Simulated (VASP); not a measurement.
CdF2: single point with PBEsol

Crystal: CdF2.

```
CELL_PARAMETERS angstrom
0.00000 2.59703 2.54561
2.59703 0.00000 2.54561
2.59703 2.59703 0.00000
ATOMIC_POSITIONS crystal
Cd 0.00000 0.00000 0.00000
F 0.25000 0.25000 0.25000
F 0.75000 0.75000 0.75000
```

| Quantity | Value |
| --- | --- |
| Program | VASP 6.6.1 |
| Task | single point |
| Functional | PBEsol |
| Potentials or basis | VASP PAW PBE potentials, release 64 (Cd, F) |
| Cutoff | 520 eV |
| k mesh | 8 × 8 × 8 |
| Occupations | gaussian, width 0.05 eV |
| Spin | no spin polarisation |
| Dipole correction | no |
| Further INCAR settings | ALGO = Normal; EDIFF = 1e-06; NBANDS = 20 |

* Pressure: 20.5 GPa
* Band gap on the k mesh: 3.34 eV (least direct gap 3.62 eV)

Stress tensor (GPa, compression positive):
```
19.75  0.00  0.00
 0.00 19.75  0.00
 0.00  0.00 22.09
```

Levels at points of the mesh, in eV from the valence-band top:
```csv
k point,band 10,band 11,band 12,band 13,band 14,band 15,band 16,band 17
"(0.00, 0.00, 0.00)",-1.25,-0.35,-0.28,-0.28,3.34,13.02,13.05,13.05
"(0.50, 0.00, 0.00)",-2.48,-2.43,-0.29,-0.29,8.04,9.31,15.35,15.53
"(0.50, 0.50, 0.00)",-3.19,-0.72,-0.13,-0.13,8.87,10.13,11.91,15.20
"(0.50, 0.00, 0.50)",-3.25,-0.86,-0.13,-0.08,8.94,10.18,11.87,15.17
```

Wall time 33 s on 1 thread of Intel(R) Xeon(R) Platinum 8259CL CPU @ 2.50GHz (Skylake/Cascade Lake), on a shared host, peak memory 0.18 GiB.

Caveat: the cell stands under pressure; the PAW data sets were made with another functional, which shifts forces and pressure a little. A k mesh can miss the band edges.
